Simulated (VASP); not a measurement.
A run of VASP 6.6.1:

The input INCAR:

```
SYSTEM = La
PREC = Accurate ; ENCUT = 520
EDIFF = 1E-6 ; ISMEAR = -1
SIGMA = 0.1 ; LREAL = .FALSE.
LASPH = .TRUE. ; NELM = 80
ALGO = Normal ; ISIF = 2
LWAVE = .FALSE. ; LCHARG = .FALSE.
GGA = RE ; NBANDS = 24
```

The input KPOINTS:

```
regular mesh
0
G
  7 7 10
  0 0 0
```

POSCAR

```
La
1.0
    5.7704356337      0.0000000000      0.0000000000
   -2.8852178169      4.9973438497      0.0000000000
    0.0000000000      0.0000000000      3.5362634937
La
3
Direct
    1.0000000000      0.0000000000      0.0000000000
    0.3333333333      0.6666666667      0.5000000000
    0.6666666667      0.3333333333      0.5000000000
```

Potentials or basis: VASP PAW PBE potentials, release 64 (La).

Run with:

```console
$ cat potpaw_PBE.64/La/POTCAR > POTCAR
$ mpirun -np 1 vasp_std > vasp.out
```

Hardware: 1 thread of Intel(R) Xeon(R) 6975P-C (Granite Rapids), on a shared host.

Task: How long does it take, and how much memory?

Result: Run time: 70 s on 1 thread of Intel(R) Xeon(R) 6975P-C (Granite Rapids), on a shared host, peak memory 0.3 GiB. Counts: scf iterations 14, k points 48.
